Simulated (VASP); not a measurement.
# Al (P6_3/mmc) in VASP: notebook

Al is run at these levels: LDA; tasks: single point.

Program: VASP 6.6.1. These are calculated values, not measurements. Logs are shortened: lines on timing, memory, paths and dates and some standing lists are left out, and cuts for length are marked.

## Step 1: The cell of the first run

Symmetry: P6_3/mmc, No. 194, hexagonal system. Conventional cell: a = 2.896 Å, b = 2.896 Å, c = 9.410 Å, α = 90.00°, β = 90.00°, γ = 120.00°. Al (site symmetry -3m) has 12 Al at 2.89 to 2.90 Å within 3.8 Å. Al (site symmetry -6m2) has 12 Al at 2.89 to 2.90 Å within 3.8 Å.

## Step 2: Single point, LDA

INCAR reads:

```
ALGO     = Normal         # electronic algorithm
EDIFF    = 1E-6           # SCF threshold, eV
ENCUT    = 520            # plane-wave cutoff, eV
GGA      = CA             # functional
ISIF     = 2              # what is computed and relaxed
ISMEAR   = 1              # smearing method
LASPH    = T              # aspherical terms in the spheres
LCHARG   = T              # write CHGCAR
LELF     = T              # ELF
LREAL    = F              # projectors in reciprocal space
LVHAR    = T            
LWAVE    = F              # write WAVECAR
NBANDS   = 14             # bands
NELM     = 100            # most SCF steps
PREC     = Accurate       # precision mode
SIGMA    = 0.1            # smearing width, eV
```

KPOINTS reads:

```
k-points
0
Gamma
  9 9 3
```

POSCAR reads:

```
Al
1.0
    2.8960571544      0.0000000000      0.0000000000
   -1.4480285772      2.5080590688      0.0000000000
    0.0000000000      0.0000000000      9.4101295304
Al
4
Direct
    0.0000000000      0.0000000000      0.0000000000
    0.3333333333      0.6666666667      0.2500000000
    0.0000000000      0.0000000000      0.5000000000
    0.6666666667      0.3333333333      0.7500000000
```

Potentials or basis: VASP PAW LDA potentials, release 64 (Al).

Started as:

```console
cat potpaw_LDA.64/Al/POTCAR > POTCAR
mpirun -np 1 vasp_std > vasp.out
```

OUTCAR:

```text
EDIFF = 1E-6
   ENCUT = 520
   GGA = CA
   ISIF = 2
   ISMEAR = 1
   LASPH = T
   LREAL = F
   NELM = 100
   PREC = Accurate

 ion  position               nearest neighbor table
   1  0.000  0.000  0.000-   2 2.89   4 2.89   4 2.89   2 2.89   4 2.89   2 2.89
   2  0.333  0.667  0.250-   1 2.89   3 2.89   1 2.89   3 2.89   1 2.89   3 2.89
   3  0.000  0.000  0.500-   2 2.89   4 2.89   4 2.89   2 2.89   4 2.89   2 2.89
   4  0.667  0.333  0.750-   1 2.89   3 2.89   1 2.89   3 2.89   1 2.89   3 2.89

  LATTYP: Found a hexagonal cell.
 ALAT       =     2.8960571544
 C/A-ratio  =     3.2492899928

  Lattice vectors:

 A1 = (   2.8960571544,   0.0000000000,   0.0000000000)
 A2 = (  -1.4480285772,   2.5080590688,   0.0000000000)
 A3 = (   0.0000000000,   0.0000000000,   9.4101295304)

Analysis of symmetry for initial positions (statically):
=====================================================================
 Subroutine PRICEL returns:
 Original cell was already a primitive cell.

 Routine SETGRP: Setting up the symmetry group for a
 hexagonal supercell.

 Subroutine GETGRP returns: Found 24 space group operations
 (whereof 12 operations were pure point group operations)
 out of a pool of 24 trial point group operations.

The static configuration has the point symmetry D_3d.
 The point group associated with its full space group is D_6h.

Analysis of symmetry for dynamics (positions and initial velocities):
=====================================================================
 Subroutine PRICEL returns:
 Original cell was already a primitive cell.

 Routine SETGRP: Setting up the symmetry group for a
 hexagonal supercell.

 Subroutine GETGRP returns: Found 24 space group operations
 (whereof 12 operations were pure point group operations)
 out of a pool of 24 trial point group operations.

The dynamic configuration has the point symmetry D_3d.
 The point group associated with its full space group is D_6h.

 Subroutine INISYM returns: Found 24 space group operations
 (whereof 12 operations are pure point group operations),
 and found     1 'primitive' translations

----------------------------------------------------------------------------------------

                                     Primitive cell

  volume of cell :      68.3503

  direct lattice vectors                    reciprocal lattice vectors
     2.896057154  0.000000000  0.000000000     0.345297053  0.199357346  0.000000000
    -1.448028577  2.508059069  0.000000000     0.000000000  0.398714692  0.000000000
     0.000000000  0.000000000  9.410129530     0.000000000  0.000000000  0.106268463

  length of vectors
     2.896057154  2.896057156  9.410129530     0.398714693  0.398714692  0.106268463

  position of ions in fractional coordinates (direct lattice)
     0.000000000  0.000000000  0.000000000
     0.333333333  0.666666667  0.250000000
     0.000000000  0.000000000  0.500000000
     0.666666667  0.333333333  0.750000000

  ion indices of the primitive-cell ions
   primitive index   ion index
                 1           1
                 2           2
                 3           3
                 4           4

----------------------------------------------------------------------------------------

 KPOINTS: k-points

Automatic generation of k-mesh.
 Grid dimensions read from file:
 generate k-points for:    9    9    3

 Generating k-lattice:

  Cartesian coordinates                     Fractional coordinates (reciprocal lattice)
     0.038366339  0.022150816  0.000000000     0.111111111  0.000000000  0.000000000
     0.000000000  0.044301632  0.000000000     0.000000000  0.111111111  0.000000000
     0.000000000  0.000000000  0.035422821     0.000000000  0.000000000  0.333333333

  Length of vectors
     0.044301633  0.044301632  0.035422821

  Shift w.r.t. Gamma in fractional coordinates (k-lattice)
     0.000000000  0.000000000  0.000000000

 Subroutine IBZKPT returns following result:
 ===========================================

 Found     24 irreducible k-points:

 Following reciprocal coordinates:
            Coordinates               Weight
  0.000000  0.000000  0.000000      1.000000
  0.111111  0.000000  0.000000      6.000000
  0.222222  0.000000  0.000000      6.000000
  0.333333  0.000000  0.000000      6.000000
  0.444444  0.000000  0.000000      6.000000
  0.111111  0.111111  0.000000      6.000000
[... 16 lines left out ...]
  0.333333  0.222222  0.333333     24.000000
  0.333333  0.333333  0.333333      4.000000
   k-points           NKPTS =     24   k-points in BZ     NKDIM =     24   number of bands    NBANDS=     14
   number of dos      NEDOS =    301   number of ions     NIONS =      4
   total plane-waves  NPLWV =  40320
   dimension x,y,z NGX =    24 NGY =   24 NGZ =   70
   dimension x,y,z NGXF=    48 NGYF=   48 NGZF=  140
   ions per type =               4
   NGX,Y,Z   is equivalent  to a cutoff of  13.78, 13.78, 12.37 a.u.
   NGXF,Y,Z  is equivalent  to a cutoff of  27.55, 27.55, 24.73 a.u.
 SYSTEM =  unknown system
   PREC   = accura    normal or accurate (medium, high low for compatibility)
   ISTART =      0    job   : 0-new  1-cont  2-samecut
   ICHARG =      2    charge: 1-file 2-atom 10-const
   ISPIN  =      1    spin polarized calculation?
   LNONCOLLINEAR =      F non collinear calculations
   LSORBIT =      F    spin-orbit coupling
   LASPH  =      T    aspherical Exc in radial PAW
   ENCUT  =  520.0 eV  38.22 Ry    6.18 a.u.   5.38  5.38 17.50*2*pi/ulx,y,z
   NELM   =    100;   NELMIN=  2; NELMDL= -5     # of ELM steps
   EDIFF  = 0.1E-05   stopping-criterion for ELM
   LREAL  =      F    real-space projection
   EDIFFG = 0.1E-04   stopping-criterion for IOM
   NSW    =      0    number of steps for IOM
   IBRION =     -1    ionic relax: 0-MD 1-quasi-New 2-CG
   NFREE  =      0    steps in history (QN), initial steepest desc. (CG)
   ISIF   =      2    stress and relaxation
   ISYM   =      2    0-nonsym 1-usesym 2-fastsym
   POTIM  = 0.5000    time-step for ionic-motion
   TEBEG  =    0.0;   TEEND  =   0.0 temperature during run
   PSTRESS=    0.0 pullay stress
   NELECT =      12.0000    total number of electrons
   NUPDOWN=      -1.0000    fix difference up-down
   EMIN   =  10.00;   EMAX   =-10.00  energy-range for DOS
   EFERMI =   0.00;   METHOD = LEGACY
   ISMEAR =     1;   SIGMA  =   0.10  broadening in eV -4-tet -1-fermi 0-gaus
   EFERMI_NEDOS =   21; number of points for ismear=-14 and -15
   IALGO  =     38    algorithm
   IMIX   =      4    mixing-type and parameters
     AMIX     =   0.40;   BMIX     =  1.00
     AMIX_MAG =   1.60;   BMIX_MAG =  1.00
  volume/ion in A,a.u.               =      17.09       115.31
  Fermi-wavevector in a.u.,A,eV,Ry     =   0.916688  1.732290 11.433216  0.840318
  Thomas-Fermi vector in A             =   2.041572
   LORBIT       =      0    0 simple, 1 ext, 2 COOP (PROOUT), +10 PAW based schemes
   GGA     = CA    functional components
   LHFCALC =     F    Hartree Fock is set to
   AEXX    =    0.0000 exact exchange contribution
   IVDW    =     0    specifies the selected vdW correction
   LEPSILON=     F    determine dielectric tensor
   LRPA    =     F    only Hartree local field effects (RPA)
 non-spin polarized calculation
 Methfessel and Paxton  Order N= 1 SIGMA  =   0.10
  energy-cutoff  :      520.00
  volume of cell :       68.35
 maximum number of plane-waves:      1895
 NGX is ok and might be reduce to    24
   NGX = 11   NGY = 11   NGZ = 35

 number of electron      12.0000000 magnetization

 Free energy of the ion-electron system (eV)
  ---------------------------------------------------
  ext. energy  EPLUGINS =         0.00000000
  ---------------------------------------------------
  free energy    TOTEN  =       -16.60386467 eV

  energy without entropy =      -16.60271778  energy(sigma->0) =      -16.60348238

 E-fermi :   7.2837     XC(G=0): -10.2160

 val. band max:        7.2444241817   @ k =   0.3333   0.0000   0.3333
 cond. band min:       7.2891768000   @ k =   0.3333   0.2222   0.3333
 fundamental gap:      0.0447526182
 Fermi energy:         7.2836868926

 k-point     1 :       0.0000    0.0000    0.0000
  band No.  band energies     occupation
      1      -3.4300      2.00000
      2      -1.7735      2.00000
      3      -1.7693      2.00000
      4       3.0468      2.00000
      5       3.1473      2.00000
      6      10.8725      0.00000
      7      10.8850      0.00000
      8      17.6177      0.00000
      9      17.6177      0.00000
     10      17.8908      0.00000
     11      17.8908      0.00000
     12      18.9878      0.00000
     13      18.9977      0.00000
     14      19.1453      0.00000

 k-point     2 :       0.1111    0.0000    0.0000
  band No.  band energies     occupation
      1      -3.1405      2.00000
      2      -1.4871      2.00000
      3      -1.4831      2.00000
      4       3.3152      2.00000
      5       3.4313      2.00000
      6      11.0973      0.00000
      7      11.1256      0.00000
      8      14.2053      0.00000
      9      15.5747      0.00000
     10      15.6595      0.00000
     11      15.7847      0.00000
     12      17.1941      0.00000
     13      17.2018      0.00000
     14      17.4203      0.00000

 k-point     3 :       0.2222    0.0000    0.0000
  band No.  band energies     occupation
      1      -2.2755      2.00000
      2      -0.6316      2.00000
      3      -0.6282      2.00000
      4       4.1192      2.00000
      5       4.2710      2.00000
      6      10.1349      0.00000
      7      11.3595      0.00000
      8      11.7447      0.00000
      9      12.0410      0.00000
     10      12.3481      0.00000
     11      14.2954      0.00000
     12      15.5737      0.00000
     13      15.7192      0.00000
     14      15.7236      0.00000

 k-point     4 :       0.3333    0.0000    0.0000
  band No.  band energies     occupation
      1      -0.8455      2.00000
      2       0.7825      2.00000
      3       0.7838      2.00000
      4       5.4429      2.00000
      5       5.5418      2.00000
      6       6.8193      2.00000
      7       8.2678     -0.00000
      8       8.3133     -0.00000
      9      12.6682      0.00000
     10      12.7937      0.00000
     11      13.1199      0.00000
     12      13.3036      0.00000
     13      13.3124      0.00000
     14      14.7295      0.00000

 k-point     5 :       0.4444    0.0000    0.0000
  band No.  band energies     occupation
      1       1.1310      2.00000
      2       2.7180      2.00000
      3       2.7324      2.00000
      4       3.6328      2.00000
      5       5.2121      2.00000
      6       5.2627      2.00000
      7       7.3987     -0.06900
      8       7.7053     -0.00000
      9       9.8339      0.00000
     10      10.0628      0.00000
     11      12.8085      0.00000
[... 276 lines left out ...]
 k-point    22 :       0.2222    0.2222    0.3333
  band No.  band energies     occupation
      1       0.1866      2.00000
      2       0.7275      2.00000
      3       2.8650      2.00000
      4       4.4315      2.00000
      5       7.4967     -0.01025
      6       7.6511     -0.00000
      7       8.0355     -0.00000
      8       8.1242     -0.00000
      9       9.0513     -0.00000
     10      10.1183      0.00000
     11      10.3804      0.00000
     12      11.5017      0.00000
     13      11.9213      0.00000
     14      11.9842      0.00000

 k-point    23 :       0.3333    0.2222    0.3333
  band No.  band energies     occupation
      1       2.1481      2.00000
      2       2.6781      2.00000
      3       4.6019      2.00000
      4       4.6685      2.00000
      5       5.3031      2.00000
      6       6.2620      2.00000
      7       7.1042      2.02923
      8       7.2892      0.90723
      9       7.8103     -0.00000
     10       8.8138     -0.00000
     11       9.9335      0.00000
     12      10.6693      0.00000
     13      11.4352      0.00000
     14      12.7913      0.00000

 k-point    24 :       0.3333    0.3333    0.3333
  band No.  band energies     occupation
      1       4.2176      2.00000
      2       4.4181      2.00000
      3       4.4181      2.00000
      4       4.6999      2.00000
      5       4.9291      2.00000
      6       4.9291      2.00000
      7       6.9675      2.00007
      8       6.9675      2.00007
      9       7.0635      2.00789
     10       8.5267     -0.00000
     11       8.8912     -0.00000
     12       8.8912     -0.00000
     13      12.7362      0.00000
     14      12.7362      0.00000

------------------------ aborting loop because EDIFF is reached ----------------------------------------

  FORCE on cell =-STRESS in cart. coord.  units (eV):
  Direction    XX          YY          ZZ          XY          YZ          ZX
  --------------------------------------------------------------------------------------
  -------------------------------------------------------------------------------------
  Total       -2.8602151     -2.8602151     -1.0006969      0.0000000      0.0000000      0.0000000
  in kB      -67.0453683    -67.0453684    -23.4570094      0.0000000      0.0000000      0.0000000
  external PRESSURE =     -52.5159154 kB  Pullay stress =       0.0000000 kB

 VOLUME and BASIS-vectors are now :
 -----------------------------------------------------------------------------
  energy-cutoff  :      520.00
  volume of cell :       68.35
      direct lattice vectors                 reciprocal lattice vectors
     2.896057154  0.000000000  0.000000000     0.345297053  0.199357346  0.000000000
    -1.448028577  2.508059069  0.000000000     0.000000000  0.398714692  0.000000000
     0.000000000  0.000000000  9.410129530     0.000000000  0.000000000  0.106268463

 POSITION                                       TOTAL-FORCE (eV/Angst)
 -----------------------------------------------------------------------------------
      0.00000      0.00000      0.00000        -0.000000      0.000000     -0.000000
     -0.00000      1.67204      2.35253         0.000000     -0.000000      0.000000
      0.00000      0.00000      4.70506        -0.000000      0.000000     -0.000000
      1.44803      0.83602      7.05760        -0.000000      0.000000      0.000000
 -----------------------------------------------------------------------------------
    total drift:                               -0.000000      0.000000      0.000000

  FREE ENERGIE OF THE ION-ELECTRON SYSTEM (eV)
  ---------------------------------------------------
  free  energy   TOTEN  =       -16.6038646740 eV

  energy  without entropy=      -16.6027177843  energy(sigma->0) =      -16.60348238
```

Run time: 48 s. Hardware: 1 thread of AMD EPYC 7R13, shared host; peak memory 0.13 GiB.

Results:

* Free energy: -16.6039 eV
* Pressure: -5.3 GPa
* Band gap on the k mesh: zero (band 6 reaches 11.34 eV, above the bottom of band 7 at 6.10 eV)

Stress tensor (GPa, compression positive):
```
-6.70  0.00  0.00
 0.00 -6.70  0.00
 0.00  0.00 -2.35
```

[end of part 1 of 2]
